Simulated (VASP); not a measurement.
C2NH3, 6 atoms in the cell. The cell holds a molecule in a box, 6 atoms: a = 6.150 Å, b = 6.150 Å, c = 25.367 Å, α = 90.00°, β = 90.00°, γ = 120.00°. 

| Item | Value |
| --- | --- |
| Program | VASP 6.6.1 |
| Task | single point |
| Functional | PBE |
| Dispersion | D3(BJ) |
| Potentials or basis | VASP PAW PBE potentials, release 64 (C, N, H) |
| Cutoff | 520 eV |
| k mesh | 3 × 3 × 1 |
| Occupations | gaussian, width 0.05 eV |
| Spin | no spin polarisation |
| Dipole correction | yes |
| Further INCAR settings | ALGO = Normal; EDIFF = 1e-07; NBANDS = 17 |

Potentials or basis: VASP PAW PBE potentials, release 64 (C, N, H).

Launch:

```sh
$ cat potpaw_PBE.64/C/POTCAR potpaw_PBE.64/N/POTCAR potpaw_PBE.64/H/POTCAR > POTCAR
$ mpirun -np 1 vasp_std > vasp.out
```

Hardware: 1 thread of AMD EPYC 7R43 64-Core Processor (Zen 3), on a shared host.

Task: Estimate the wall time of this run.

Result: Wall time 3.5 min on 1 thread of AMD EPYC 7R43 64-Core Processor (Zen 3) (shared host), peak memory 0.8 GiB. Counts: scf iterations 28, k points 5.
